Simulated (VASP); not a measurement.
Crystal: SbC.

```
Sb C
1.0
     0.00000    2.95475    2.95475
     2.95475    0.00000    2.95475
     2.95475    2.95475    0.00000
Sb C
1 1
Direct
  0.00000 0.00000 0.00000
  0.50000 0.50000 0.50000
```

- Program: VASP 6.6.1
- Task: relaxation of cell and atoms
- Functional: PBE
- Potentials or basis: VASP PAW PBE potentials, release 64 (Sb, C)
- Cutoff: 600 eV
- k mesh: 6 × 6 × 6
- Occupations: gaussian, width 0.1 eV
- Spin: no spin polarisation

At the start: pressure -18.8 GPa; volume 25.80 Å³/atom.

**Question.** How do energy, volume and symmetry change on relaxing?

**Answer.** Over 3 steps the energy falls by 1157.2 meV/atom and the volume is 14.57 Å³/atom (-43.5 %); space group Fm-3m (No. 225, to 0.05 Å).

Step by step:
```tsv
step	energy change (eV)	largest force (eV/Å)	pressure (GPa)	volume (Å³)
1	0.0000	0.0000	-18.85	51.59
2	-2.2149	0.0000	-10.18	32.09
3	-2.3143	0.0000	0.44	29.14
```

Final structure:
```cif
data_structure
_symmetry_space_group_name_H-M 'P 1'
_symmetry_Int_Tables_number 1
_cell_length_a 3.4539
_cell_length_b 3.4539
_cell_length_c 3.4539
_cell_angle_alpha 60.000
_cell_angle_beta 60.000
_cell_angle_gamma 60.000
_cell_volume 29.14
loop_
_atom_site_label
_atom_site_type_symbol
_atom_site_fract_x
_atom_site_fract_y
_atom_site_fract_z
_atom_site_occupancy
Sb1 Sb 0.00000 0.00000 0.00000 1
C1 C 0.50000 0.50000 0.50000 1
```

Caveat: the volume moved by over 15 % at a fixed basis, so the end points are rough.
